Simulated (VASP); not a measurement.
# CdSe (F-43m) in VASP: further runs

Runs on CdSe. Level: PBEsol. Tasks: vibrations by perturbation theory.

All numbers are computed with VASP 6.6.1; they aren't measurements. Logs are shortened: lines on timing, memory, paths and dates and some standing lists are left out, and cuts for length are marked.

## (1) The cell of the first run

The structure is cubic, space group F-43m (No. 216). The conventional cell has a = 6.083 Å, b = 6.083 Å, c = 6.083 Å, α = 90.00°, β = 90.00°, γ = 90.00°. Within 3.5 Å of Cd (site symmetry -43m) lie 4 Se at 2.63 Å. Se (site symmetry -43m) has 4 Cd at 2.63 Å within 3.5 Å.

## (2) Vibrations by perturbation theory, PBEsol

INCAR reads:

```
PREC = Accurate ; ENCUT = 520
EDIFF = 1E-8 ; ISMEAR = 0
SIGMA = 0.01 ; LREAL = F
LASPH = T ; NELM = 100
ALGO = Normal ; ISIF = 2
LWAVE = F ; LCHARG = F
GGA = PS ; NBANDS = 16
IBRION = 8 ; NSW = 1
```

KPOINTS reads:

```
Automatic mesh
0
Gamma
  6 6 6
```

POSCAR reads:

```
CdSe
1.0
    0.0000000000      3.0413144450      3.0413144450
    3.0413144450      0.0000000000      3.0413144450
    3.0413144450      3.0413144450      0.0000000000
Cd Se
1 1
Direct
    0.0000000000      0.0000000000      0.0000000000
    0.7500000000      0.7500000000      0.7500000000
```

Potentials or basis: VASP PAW PBE potentials, release 64 (Cd, Se).

Run with:

```console
$ cat potpaw_PBE.64/Cd/POTCAR potpaw_PBE.64/Se/POTCAR > POTCAR
$ mpirun -np 1 vasp_std > vasp.out
```

OUTCAR:

```text
PREC = Accurate
   ENCUT = 520
   EDIFF = 1E-8
   ISMEAR = 0
   LREAL = F
   LASPH = T
   NELM = 100
   ISIF = 2
   GGA = PS
   IBRION = 8
   NSW = 1

 ion  position               nearest neighbor table
   1  0.000  0.000  0.000-   2 2.63   2 2.63   2 2.63   2 2.63
   2  0.750  0.750  0.750-   1 2.63   1 2.63   1 2.63   1 2.63

  LATTYP: Found a face centered cubic cell.
 ALAT       =     6.0826288900

  Lattice vectors:

 A1 = (   0.0000000000,   3.0413144450,   3.0413144450)
 A2 = (   3.0413144450,   0.0000000000,   3.0413144450)
 A3 = (   3.0413144450,   3.0413144450,   0.0000000000)

Analysis of symmetry for initial positions (statically):
=====================================================================
 Subroutine PRICEL returns:
 Original cell was already a primitive cell.

 Routine SETGRP: Setting up the symmetry group for a
 face centered cubic supercell.

 Subroutine GETGRP returns: Found 24 space group operations
 (whereof 24 operations were pure point group operations)
 out of a pool of 48 trial point group operations.

The static configuration has the point symmetry T_d .

Analysis of symmetry for dynamics (positions and initial velocities):
=====================================================================
 Subroutine PRICEL returns:
 Original cell was already a primitive cell.

 Routine SETGRP: Setting up the symmetry group for a
 face centered cubic supercell.

 Subroutine GETGRP returns: Found 24 space group operations
 (whereof 24 operations were pure point group operations)
 out of a pool of 48 trial point group operations.

The dynamic configuration has the point symmetry T_d .

 Subroutine INISYM returns: Found 24 space group operations
 (whereof 24 operations are pure point group operations),
 and found     1 'primitive' translations

----------------------------------------------------------------------------------------

                                     Primitive cell

  volume of cell :      56.2618

  direct lattice vectors                    reciprocal lattice vectors
     0.000000000  3.041314445  3.041314445    -0.164402599  0.164402599  0.164402599
     3.041314445  0.000000000  3.041314445     0.164402599 -0.164402599  0.164402599
     3.041314445  3.041314445  0.000000000     0.164402599  0.164402599 -0.164402599

  length of vectors
     4.301068136  4.301068136  4.301068136     0.284753655  0.284753655  0.284753655

  position of ions in fractional coordinates (direct lattice)
     0.000000000  0.000000000  0.000000000
     0.750000000  0.750000000  0.750000000

  ion indices of the primitive-cell ions
   primitive index   ion index
                 1           1
                 2           2

----------------------------------------------------------------------------------------

 KPOINTS: Automatic mesh

Automatic generation of k-mesh.
 Grid dimensions read from file:
 generate k-points for:    6    6    6

 Generating k-lattice:

  Cartesian coordinates                     Fractional coordinates (reciprocal lattice)
    -0.027400433  0.027400433  0.027400433     0.166666667  0.000000000  0.000000000
     0.027400433 -0.027400433  0.027400433     0.000000000  0.166666667  0.000000000
     0.027400433  0.027400433 -0.027400433     0.000000000  0.000000000  0.166666667

  Length of vectors
     0.047458942  0.047458942  0.047458942

  Shift w.r.t. Gamma in fractional coordinates (k-lattice)
     0.000000000  0.000000000  0.000000000

 Subroutine IBZKPT returns following result:
 ===========================================

 Found     16 irreducible k-points:

 Following reciprocal coordinates:
            Coordinates               Weight
  0.000000  0.000000  0.000000      1.000000
  0.166667  0.000000  0.000000      8.000000
  0.333333  0.000000  0.000000      8.000000
  0.500000  0.000000  0.000000      4.000000
  0.166667  0.166667  0.000000      6.000000
  0.333333  0.166667  0.000000     24.000000
[... 8 lines left out ...]
 -0.333333  0.333333  0.166667     24.000000
 -0.333333  0.500000  0.166667     12.000000
   k-points           NKPTS =     16   k-points in BZ     NKDIM =     16   number of bands    NBANDS=     16
   number of dos      NEDOS =    301   number of ions     NIONS =      2
   total plane-waves  NPLWV =  32768
   dimension x,y,z NGX =    32 NGY =   32 NGZ =   32
   dimension x,y,z NGXF=    64 NGYF=   64 NGZF=   64
   ions per type =               1   1
   NGX,Y,Z   is equivalent  to a cutoff of  12.37, 12.37, 12.37 a.u.
   NGXF,Y,Z  is equivalent  to a cutoff of  24.74, 24.74, 24.74 a.u.
 SYSTEM =  unknown system
   PREC   = accura    normal or accurate (medium, high low for compatibility)
   ISTART =      0    job   : 0-new  1-cont  2-samecut
   ICHARG =      2    charge: 1-file 2-atom 10-const
   ISPIN  =      1    spin polarized calculation?
   LNONCOLLINEAR =      F non collinear calculations
   LSORBIT =      F    spin-orbit coupling
   LASPH  =      T    aspherical Exc in radial PAW
   ENCUT  =  520.0 eV  38.22 Ry    6.18 a.u.   8.00  8.00  8.00*2*pi/ulx,y,z
   NELM   =    100;   NELMIN=  2; NELMDL= -5     # of ELM steps
   EDIFF  = 0.1E-07   stopping-criterion for ELM
   LREAL  =      F    real-space projection
   EDIFFG = 0.1E-06   stopping-criterion for IOM
   NSW    =      1    number of steps for IOM
   IBRION =      8    ionic relax: 0-MD 1-quasi-New 2-CG
   NFREE  =      0    steps in history (QN), initial steepest desc. (CG)
   ISIF   =      2    stress and relaxation
   ISYM   =      2    0-nonsym 1-usesym 2-fastsym
   POTIM  = 0.5000    time-step for ionic-motion
   TEBEG  =    0.0;   TEEND  =   0.0 temperature during run
   PSTRESS=    0.0 pullay stress
   NELECT =      18.0000    total number of electrons
   NUPDOWN=      -1.0000    fix difference up-down
   EMIN   =  10.00;   EMAX   =-10.00  energy-range for DOS
   EFERMI =   0.00;   METHOD = LEGACY
   ISMEAR =     0;   SIGMA  =   0.01  broadening in eV -4-tet -1-fermi 0-gaus
   EFERMI_NEDOS =   21; number of points for ismear=-14 and -15
   IALGO  =     38    algorithm
   IMIX   =      4    mixing-type and parameters
     AMIX     =   0.40;   BMIX     =  1.00
     AMIX_MAG =   1.60;   BMIX_MAG =  1.00
  volume/ion in A,a.u.               =      28.13       189.84
  Fermi-wavevector in a.u.,A,eV,Ry     =   1.119681  2.115890 17.057430  1.253686
  Thomas-Fermi vector in A             =   2.256322
   LORBIT       =      0    0 simple, 1 ext, 2 COOP (PROOUT), +10 PAW based schemes
   GGA     = PS    functional components
   LHFCALC =     F    Hartree Fock is set to
   AEXX    =    0.0000 exact exchange contribution
   IVDW    =     0    specifies the selected vdW correction
   LEPSILON=     F    determine dielectric tensor
   LRPA    =     F    only Hartree local field effects (RPA)
 non-spin polarized calculation
 Gauss-broadening in eV      SIGMA  =   0.01
  energy-cutoff  :      520.00
  volume of cell :       56.26
 maximum number of plane-waves:      1527
   NGX = 15   NGY = 15   NGZ = 15

--------------------------------------- Ionic step        1  -------------------------------------------

 number of electron      18.0000002 magnetization

 Free energy of the ion-electron system (eV)
  ---------------------------------------------------
  ext. energy  EPLUGINS =         0.00000000
  ---------------------------------------------------
  free energy    TOTEN  =        -6.17251148 eV

  energy without entropy =       -6.17251148  energy(sigma->0) =       -6.17251148

 E-fermi :   0.9363     XC(G=0):  -9.0971

 val. band max:        0.8151224407   @ k =   0.0000   0.0000   0.0000
 cond. band min:       1.2954135836   @ k =   0.0000   0.0000   0.0000
 fundamental gap:      0.4802911429
 Fermi energy:         0.9363197976

 k-point     1 :       0.0000    0.0000    0.0000
  band No.  band energies     occupation
      1     -11.8076      2.00000
      2      -7.1015      2.00000
      3      -7.1015      2.00000
      4      -7.1015      2.00000
      5      -6.7206      2.00000
      6      -6.7206      2.00000
[... 283 lines left out ...]
      5      -6.6929      2.00000
      6      -6.2650      2.00000
[... 8 lines left out ...]
     15      13.5359      0.00000
     16      13.7291      0.00000

------------------------ aborting loop because EDIFF is reached ----------------------------------------

  FORCE on cell =-STRESS in cart. coord.  units (eV):
  Direction    XX          YY          ZZ          XY          YZ          ZX
  --------------------------------------------------------------------------------------
  -------------------------------------------------------------------------------------
  Total        0.1167493      0.1167493      0.1167493      0.0000000      0.0000000     -0.0000000
  in kB        3.3246869      3.3246869      3.3246869      0.0000000      0.0000000     -0.0000000
  external PRESSURE =       3.3246869 kB  Pullay stress =       0.0000000 kB

 VOLUME and BASIS-vectors are now :
 -----------------------------------------------------------------------------
  energy-cutoff  :      520.00
  volume of cell :       56.26
      direct lattice vectors                 reciprocal lattice vectors
     0.000000000  3.041314445  3.041314445    -0.164402599  0.164402599  0.164402599
     3.041314445  0.000000000  3.041314445     0.164402599 -0.164402599  0.164402599
     3.041314445  3.041314445  0.000000000     0.164402599  0.164402599 -0.164402599

 POSITION                                       TOTAL-FORCE (eV/Angst)
 -----------------------------------------------------------------------------------
      0.00000      0.00000      0.00000         0.000000     -0.000000      0.000000
      4.56197      4.56197      4.56197        -0.000000      0.000000     -0.000000
 -----------------------------------------------------------------------------------
    total drift:                                0.000000      0.000000      0.000000

  FREE ENERGIE OF THE ION-ELECTRON SYSTEM (eV)
  ---------------------------------------------------
  free  energy   TOTEN  =        -6.1725114752 eV

  energy  without entropy=       -6.1725114752  energy(sigma->0) =       -6.17251148

[... ionic steps 2 to 3 ...]

--------------------------------------- Ionic step        4  -------------------------------------------

------------------------ aborting loop because EDIFF is reached ----------------------------------------

[... ionic steps 5 to 6 ...]

--------------------------------------- Ionic step        7  -------------------------------------------

 Free energy of the ion-electron system (eV)
  ---------------------------------------------------
  ---------------------------------------------------
  free energy    TOTEN  =        -0.08434476 eV

  energy without entropy =       -0.08434476

------------------------ aborting loop because EDIFF is reached ----------------------------------------

 INTERNAL STRAIN TENSOR  FOR ION    2  DIRECTION 1   (eV/Angst):
 -----------------------------------------------------------------------------
    -0.01039  0.00000  0.00000
     0.00000  0.00943  6.20159
     0.00000  6.20159  0.00943

 INTERNAL STRAIN TENSOR FOR ION    2 for displacements in x,y,z  (eV/Angst):
          X           Y           Z          XY          YZ          ZX
  --------------------------------------------------------------------------------
  x    -0.00000     0.00000     0.00000     0.00000     6.20159     0.00000
  y    -0.00000     0.00000    -0.00000     0.00000     0.00000     6.20159
  z     0.00000     0.00000     0.00000     6.20159     0.00000     0.00000

 SECOND DERIVATIVES (NOT SYMMETRIZED)
 ------------------------------------
               1X          1Y          1Z          2X          2Y          2Z
  1X    -4.887877    0.000000    0.000000    4.887877    0.000000    0.000000
  1Y     0.000000   -4.887877    0.000000    0.000000    4.887877    0.000000
  1Z     0.000000    0.000000   -4.887877    0.000000    0.000000    4.887877
  2X     4.881121    0.000000    0.000000   -4.881121    0.000000    0.000000
  2Y     0.000000    4.881121    0.000000    0.000000   -4.881121    0.000000
  2Z     0.000000    0.000000    4.881121    0.000000    0.000000   -4.881121

 Eigenvectors and eigenvalues of the dynamical matrix
 ----------------------------------------------------

   1 f  =    5.072997 THz    31.874580 2PiTHz  169.216967 cm-1    20.980221 meV
             X         Y         Z           dx          dy          dz
      0.000000  0.000000  0.000000     0.000000    0.642602    0.000000
      4.561972  4.561972  4.561972     0.000000   -0.766200    0.000000
[... 21 lines left out ...]
   6 f/i=    0.001727 THz     0.010853 2PiTHz    0.057617 cm-1     0.007144 meV
             X         Y         Z           dx          dy          dz
      0.000000  0.000000  0.000000     0.000000    0.000000    0.766200
      4.561972  4.561972  4.561972     0.000000    0.000000    0.642602

--------------------------------------------------------------------------------------------------------

 ELASTIC MODULI CONTR FROM IONIC RELAXATION (kBar)
 Direction    XX          YY          ZZ          XY          YZ          ZX
 --------------------------------------------------------------------------------
 XX          -0.0000      0.0000     -0.0000      0.0000      0.0000      0.0000
 YY           0.0000     -0.0000      0.0000     -0.0000     -0.0000     -0.0000
 ZZ          -0.0000      0.0000     -0.0000     -0.0000     -0.0000      0.0000
 XY           0.0000     -0.0000     -0.0000   -228.5995     -0.0000      0.0000
 YZ           0.0000     -0.0000     -0.0000     -0.0000   -228.5995      0.0000
 ZX           0.0000     -0.0000      0.0000      0.0000      0.0000   -228.5995
 --------------------------------------------------------------------------------
```

Run time: 5.4 min. Hardware: 1 thread of Intel Xeon 8259CL, shared host; peak memory 0.27 GiB.

Results:

| Property | Result |
| --- | --- |
| Highest phonon frequency at Γ, LO-TO splitting left out | 169 cm⁻¹ |

Phonon frequencies in cm⁻¹ (negative: imaginary):
```
              q point        frequencies
(0.000, 0.000, 0.000)  0 0 0 169 169 169
```

Caveat: the PAW data sets were made with another functional, which shifts forces and pressure a little.

(Continued in part 2 of 2.)
